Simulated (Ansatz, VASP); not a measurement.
**Two plane-wave programs on Ta2Ti**

File INCAR:

```
PREC = Accurate
ENCUT = 600
EDIFF = 1E-6
ISMEAR = 0
SIGMA = 0.1
LREAL = F
LASPH = T
NELM = 100
ALGO = Normal
ISIF = 3
LWAVE = F
LCHARG = F
GGA = PE
IBRION = 2
NSW = 90
EDIFFG = -0.04
```

KPOINTS

```
regular mesh
0
Gamma
  6 6 2
```

Contents of POSCAR:

```
Ta2Ti
1.0
    4.1895760300      0.0000000000      0.0000000000
   -2.0947880200      3.6282792800      0.0000000000
    0.0000000000      0.0000000000      7.5391388700
Ti Ta
2 4
Direct
    0.0000000000      0.0000000000      0.0000000000
    0.0000000000      0.0000000000      0.5000000000
    0.3333333300      0.6666666700      0.5156628900
    0.6666666700      0.3333333300      0.0156628900
    0.6666666700      0.3333333300      0.4843371100
    0.3333333300      0.6666666700      0.9843371100
```

Input for Ansatz:

```yaml
crystal:
  lattice:
    - [4.18957603, 0.0, 0.0]
    - [-2.09478802, 3.62827928, 0.0]
    - [0.0, 0.0, 7.53913887]
  atoms:
    - { symbol: Ti, position: [0.0, 0.0, 0.0] }
    - { symbol: Ti, position: [0.0, 0.0, 0.5] }
    - { symbol: Ta, position: [0.33333333, 0.66666667, 0.51566289] }
    - { symbol: Ta, position: [0.66666667, 0.33333333, 0.01566289] }
    - { symbol: Ta, position: [0.66666667, 0.33333333, 0.48433711] }
    - { symbol: Ta, position: [0.33333333, 0.66666667, 0.98433711] }
basis:
  ecutwfc: 420
kpoints:
  mp_grid: { grid: [6, 6, 2] }
hamiltonian:
  xc: pbe
scf:
  occupations: { method: gaussian, width: 0.1 }
  lower_state_search: "off"
output:
  forces: true
  stress: true
  eigenvalues: true
relax:
  adjacent_minimum: "off"
  f_tol: 0.04
  max_steps: 70
  cell: { stress_tol: 0.4 }
```

Alike in both runs: task relaxation of cell and atoms; functional PBE; k mesh 6 × 6 × 2; occupations gaussian, width 0.1 eV; no spin polarisation.

|  | VASP | Ansatz |
| --- | --- | --- |
| version | VASP 6.6.1 | Ansatz 0.2.0 |
| potentials or method | VASP PAW PBE potentials, release 64 (Ti_sv, Ta_pv), cutoff 600 eV | scalar-relativistic, plane waves, PAW |
| valence electrons in the cell | 68 | 76 |

Ansatz gave:

```
gap on the k mesh at the Fermi level, each at its own relaxed structure (eV) : none
relaxed volume (Å³/atom)                                                     : 18.86
relaxed cell length with the largest relative difference (Å)                 : 4.883
```

Task: Estimate VASP's values.

Result: gap on the k mesh at the Fermi level, each at its own relaxed structure (eV): none; relaxed volume (Å³/atom): 18.85; relaxed cell length with the largest relative difference (Å): 4.881.

A gap of «none» marks a metal or a gap that the smearing closes. VASP's potentials hold 68 valence electrons a cell and Ansatz's 76, so a difference there can come from the potentials and not from the codes.

The k mesh is coarse, so the values compare programs but aren't converged. Spin-orbit coupling is off throughout.
